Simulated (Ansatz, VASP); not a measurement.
## Ga2Te2S: VASP beside Ansatz

Contents of INCAR:

```
SYSTEM = Ga2Te2S
PREC     = Accurate       ! precision mode
ENCUT    = 600            ! plane-wave cutoff, eV
EDIFF    = 1E-6           ! SCF threshold, eV
ISMEAR   = 0              ! smearing method
SIGMA    = 0.1            ! smearing width, eV
LREAL    = .FALSE.        ! projectors in reciprocal space
LASPH    = .TRUE.         ! aspherical terms in the spheres
NELM     = 60             ! most SCF steps
ALGO     = Normal         ! electronic algorithm
ISIF     = 3              ! what is computed and relaxed
LWAVE    = .FALSE.        ! write WAVECAR
LCHARG   = .FALSE.        ! write CHGCAR
GGA      = PE             ! functional
IBRION   = 2              ! ionic algorithm
NSW      = 90             ! ionic steps
EDIFFG   = -0.04          ! ionic threshold
```

KPOINTS

```
Automatic mesh
0
G
  6 6 6
  0 0 0
```

Contents of POSCAR:

```
Ga2Te2S
1.0
   -2.3469123600      2.3469123600      5.5859921800
    2.3469123600     -2.3469123600      5.5859921800
    2.3469123600      2.3469123600     -5.5859921800
Ga Te S
2 2 1
Direct
    0.2500000000      0.7500000000      0.5000000000
    0.7500000000      0.2500000000      0.5000000000
    0.3689999900      0.3689999900      0.0000000000
    0.6310000100      0.6310000100      0.0000000000
    0.0000000000      0.0000000000      0.0000000000
```

Input for Ansatz:

```yaml
crystal:
  lattice:
    - [-2.34691236, 2.34691236, 5.58599218]
    - [2.34691236, -2.34691236, 5.58599218]
    - [2.34691236, 2.34691236, -5.58599218]
  atoms:
    - { symbol: Ga, position: [0.25, 0.75, 0.5] }
    - { symbol: Ga, position: [0.75, 0.25, 0.5] }
    - { symbol: Te, position: [0.36899999, 0.36899999, 0.0] }
    - { symbol: Te, position: [0.63100001, 0.63100001, 0.0] }
    - { symbol: S, position: [0.0, 0.0, 0.0] }
basis:
  ecutwfc: 420
kpoints:
  mp_grid: { grid: [6, 6, 6] }
hamiltonian:
  xc: pbe
scf:
  occupations: { method: gaussian, width: 0.1 }
  lower_state_search: "off"
output:
  forces: true
  stress: true
  eigenvalues: true
relax:
  adjacent_minimum: "off"
  f_tol: 0.04
  max_steps: 70
  cell: { stress_tol: 0.4 }
```

Change from the starting cell: species swapped into the PrNi2Ge2 type (I4/mmm, No. 139).

Alike in both runs: task relaxation of cell and atoms; functional PBE; k mesh 6 × 6 × 6; occupations gaussian, width 0.1 eV; no spin polarisation.

|  | VASP | Ansatz |
| --- | --- | --- |
| version | VASP 6.6.1 | Ansatz 0.2.0 |
| potentials or method | VASP PAW PBE potentials, release 64 (Ga_d, Te, S), cutoff 600 eV | scalar-relativistic, plane waves, PAW |
| valence electrons in the cell | 44 | 64 |

|  | VASP | Ansatz | Ansatz less VASP |
| --- | --- | --- | --- |
| gap on the k mesh at the Fermi level, each at its own relaxed structure (eV) | none | none | - |
| relaxed volume (Å³/atom) | 25.36 | 25.67 | +0.319 |
| relaxed cell length with the largest relative difference (Å) | 7.551 | 7.502 | -0.0486 |

A gap of «none» marks a metal or a gap that the smearing closes. VASP's potentials hold 44 valence electrons a cell and Ansatz's 64, so a difference there can come from the potentials and not from the codes.

Spin-orbit coupling is off throughout.
